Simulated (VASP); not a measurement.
# PtS2 (P-3m1) in VASP: notebook, part 2 of 2

VASP 6.6.1.

## (4) Relaxation of shape and atoms at fixed volume, PBE+D3(BJ) (19.01 Å³/atom)

This run uses another cell than the first one, of 19.01 Å³/atom.

Contents of INCAR:

```
SYSTEM = PtS2
PREC = Accurate ; ENCUT = 600
EDIFF = 1E-7 ; ISMEAR = 0
SIGMA = 0.01 ; LREAL = .FALSE.
LASPH = .TRUE. ; NELM = 80
ALGO = Normal ; ISIF = 4
LWAVE = .FALSE. ; LCHARG = .FALSE.
GGA = PE ; IVDW = 12
IBRION = 2 ; NSW = 50
EDIFFG = -0.01
```

Contents of KPOINTS:

```
Automatic mesh
0
G
  12 12 8
  0 0 0
```

Contents of POSCAR:

```
PtS2
1.0
    3.6301148495      0.0000000000      0.0000000000
   -1.8150574247      3.1437716783      0.0000000000
    0.0000000000      0.0000000000      4.9982651019
Pt S
1 2
Direct
    0.0000000000      0.0000000000      0.0000000000
    0.3333333333      0.6666666667      0.2456636477
    0.6666666667      0.3333333333      0.7543363523
```

Potentials or basis: VASP PAW PBE potentials, release 64 (Pt, S).

The run is started by

```console
$ cat potpaw_PBE.64/Pt/POTCAR potpaw_PBE.64/S/POTCAR > POTCAR
$ mpirun -np 1 vasp_std > vasp.out
```

OUTCAR:

```text
SYSTEM = PtS2
   PREC = Accurate
   ENCUT = 600
   EDIFF = 1E-7
   ISMEAR = 0
   LREAL = .FALSE.
   LASPH = .TRUE.
   NELM = 80
   ISIF = 4
   GGA = PE
   IVDW = 12
   IBRION = 2
   NSW = 50
   EDIFFG = -0.01
 IVDW          = 12

 ion  position               nearest neighbor table
   1  0.000  0.000  0.000-   2 2.43   3 2.43   2 2.43   3 2.43   3 2.43   2 2.43
   2  0.333  0.667  0.246-   1 2.43   1 2.43   1 2.43
   3  0.667  0.333  0.754-   1 2.43   1 2.43   1 2.43

  LATTYP: Found a hexagonal cell.
 ALAT       =     3.6301148495
 C/A-ratio  =     1.3768889716

  Lattice vectors:

 A1 = (   3.6301148495,   0.0000000000,   0.0000000000)
 A2 = (  -1.8150574247,   3.1437716783,   0.0000000000)
 A3 = (   0.0000000000,   0.0000000000,   4.9982651019)

Analysis of symmetry for initial positions (statically):
=====================================================================
 Subroutine PRICEL returns:
 Original cell was already a primitive cell.

 Routine SETGRP: Setting up the symmetry group for a
 hexagonal supercell.

 Subroutine GETGRP returns: Found 12 space group operations
 (whereof 12 operations were pure point group operations)
 out of a pool of 24 trial point group operations.

The static configuration has the point symmetry D_3d.

Analysis of symmetry for dynamics (positions and initial velocities):
=====================================================================
 Subroutine PRICEL returns:
[... 159 lines left out ...]
  free energy    TOTEN  =       -15.37617714 eV

  energy without entropy =      -15.37617714  energy(sigma->0) =      -15.37617714

------------------------ aborting loop because EDIFF is reached ----------------------------------------

 Edisp (eV)   -1.22228

 E8    (eV) :    -0.4899
[... 196 lines left out ...]
--------------------------------------- Ionic step        6  -------------------------------------------

 number of electron      22.0000000 magnetization

 Free energy of the ion-electron system (eV)
  ---------------------------------------------------
  ext. energy  EPLUGINS =         0.00000000
  ---------------------------------------------------
  free energy    TOTEN  =       -15.41292832 eV

  energy without entropy =      -15.41292832  energy(sigma->0) =      -15.41292832

 E-fermi :   6.2229     XC(G=0): -10.4195

 val. band max:        6.1605766024   @ k =   0.0000   0.1667   0.1250
 cond. band min:       6.9233692880   @ k =   0.0000   0.2500   0.2500
 fundamental gap:      0.7627926856
 Fermi energy:         6.2229055802

 k-point     1 :       0.0000    0.0000    0.0000
  band No.  band energies     occupation
      1      -8.8239      2.00000
      2      -6.0663      2.00000
      3      -0.4464      2.00000
      4      -0.2028      2.00000
      5      -0.2028      2.00000
      6       2.5379      2.00000
      7       2.5379      2.00000
      8       4.2912      2.00000
      9       5.1515      2.00000
     10       5.1515      2.00000
     11       6.1537      2.00000
     12       8.3191      0.00000
     13       8.3191      0.00000
     14      10.9910      0.00000
[... 401 lines left out ...]
      2      -6.2833      2.00000
      3      -0.2688      2.00000
      4      -0.0066      2.00000
      5       0.3061      2.00000
      6       1.9212      2.00000
      7       2.3342      2.00000
      8       3.5732      2.00000
      9       4.8858      2.00000
     10       5.1904      2.00000
     11       6.1606      2.00000
     12       7.5913      0.00000
     13       8.0022      0.00000
     14      11.9394      0.00000
     15      12.5436      0.00000

 [... further k-points ...]

------------------------ aborting loop because EDIFF is reached ----------------------------------------

 Edisp (eV)   -1.21850

 E8    (eV) :    -0.4876
[... 26 lines left out ...]
  FREE ENERGIE OF THE ION-ELECTRON SYSTEM (eV)
  ---------------------------------------------------
  free  energy   TOTEN  =       -16.6314270221 eV

  energy  without entropy=      -16.6314270221  energy(sigma->0) =      -16.63142702

 reached required accuracy - stopping structural energy minimisation
```

It took 4.3 min on 1 thread of Intel Xeon 6975P-C (Granite Rapids), shared host; peak memory 0.3 GiB.

Results:

```yaml
Free_energy: -16.6314 eV
Energy_gained_by_relaxing: 11.0 meV/atom
Ionic_steps: 6
Pressure_after_relaxing: -2.0 GPa
Largest_force_after_relaxing: 0.003 eV/Å
Band_gap_on_the_k_mesh: 0.76 eV (least direct gap 0.88 eV)
Dispersion_energy_per_atom: -0.406 eV
```

Forces in eV/Å, atoms in the order of the input:
```
Pt   0.000  0.000  0.000
S    0.000  0.000  0.003
S    0.000  0.000 -0.003
```

Step by step:
| step | energy change (eV) | largest force (eV/Å) | pressure (GPa) | volume (Å³) |
| --- | --- | --- | --- | --- |
| 1 | 0.0000 | 0.4527 | -6.48 | 57.04 |
| 2 | -0.0209 | 0.2276 | -4.71 | 57.04 |
| 3 | -0.0305 | 0.0484 | -2.54 | 57.04 |
| 4 | -0.0306 | 0.0787 | -2.31 | 57.04 |
| 5 | -0.0326 | 0.0326 | -2.11 | 57.04 |
| 6 | -0.0330 | 0.0034 | -1.99 | 57.04 |

Final structure:
```
Pt S
1.0
     3.57770    0.00000    0.00000
    -1.78885    3.09837    0.00000
     0.00000    0.00000    5.14581
Pt S
1 2
Direct
  0.00000 0.00000 0.00000
  0.33333 0.66667 0.23655
  0.66667 0.33333 0.76345
```

Caveat: spin-orbit coupling is left out, which moves the levels of the heavy elements. A k mesh can miss the band edges.

## (5) Summary

| cell | gap on the mesh (eV) | pressure (GPa) |
| --- | --- | --- |
| relaxed from a = 3.619, b = 3.619, c = 4.710 Å, angles 90.0, 90.0, 120.0°, 3 atoms, atomic positions A | 0.31 | -1.0 |
| relaxed from a = 3.620, b = 3.620, c = 4.845 Å, angles 90.0, 90.0, 120.0°, 3 atoms, atomic positions B | 0.54 | -1.5 |
| relaxed from a = 3.630, b = 3.630, c = 4.998 Å, angles 90.0, 90.0, 120.0°, 3 atoms, atomic positions C | 0.76 | -2.0 |

Alike in all rows: task relaxation of shape and atoms at fixed volume; level PBE+D3(BJ); potentials or basis VASP PAW PBE potentials, release 64 (Pt, S); no spin polarisation; k mesh 12 × 12 × 8; cutoff (eV) 600; smearing gaussian 0.01 eV.

Caveats: spin-orbit coupling is left out, which moves the levels of the heavy elements.

Total energies depend on the potentials used, so only differences within one code and one set of settings carry meaning.
